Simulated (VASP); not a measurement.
The system is InSb3.

```xyz
4
Lattice="4.8064 0.0000 0.0000 0.0000 4.8064 0.0000 0.0000 0.0000 4.8064" Properties=species:S:1:pos:R:3 pbc="T T T"
Sb    2.4032    2.4032    0.0000
Sb    0.0000    2.4032    2.4032
Sb    2.4032    0.0000    2.4032
In    0.0000    0.0000    0.0000
```

Base run:

| Item | Value |
| --- | --- |
| Program | VASP 6.6.1 |
| Functional | PBE |
| Potentials or basis | VASP PAW PBE potentials, release 64 (Sb, In_d) |
| Cutoff | 520 eV |
| k mesh | 6 × 6 × 6 |
| Occupations | fermi-dirac, width 0.05 eV |
| Spin | no spin polarisation |

Its results: band gap on the k mesh zero (band 14 reaches 11.34 eV, above the bottom of band 15 at 6.72 eV); pressure 0.1 GPa.

**Question.** After a change of settings the same cell gave: band gap on the k mesh zero (band 14 reaches 11.48 eV, above the bottom of band 15 at 6.54 eV); pressure -0.6 GPa. Which change was it?
A. functional from PBE to PBEsol
B. functional from PBE to LDA; potentials or basis from VASP PAW PBE potentials, release 64 (Sb, In_d) to VASP PAW LDA potentials, release 64 (Sb, In_d)
C. functional from PBE to r2SCAN
D. functional from PBE to PBE-based screened hybrid; k mesh from 6 × 6 × 6 to 3 × 3 × 3

**Answer.** C.

Caveats: spin-orbit coupling is left out, which moves the levels of the heavy elements; the PAW data sets were made with another functional, which shifts forces and pressure a little (some runs).
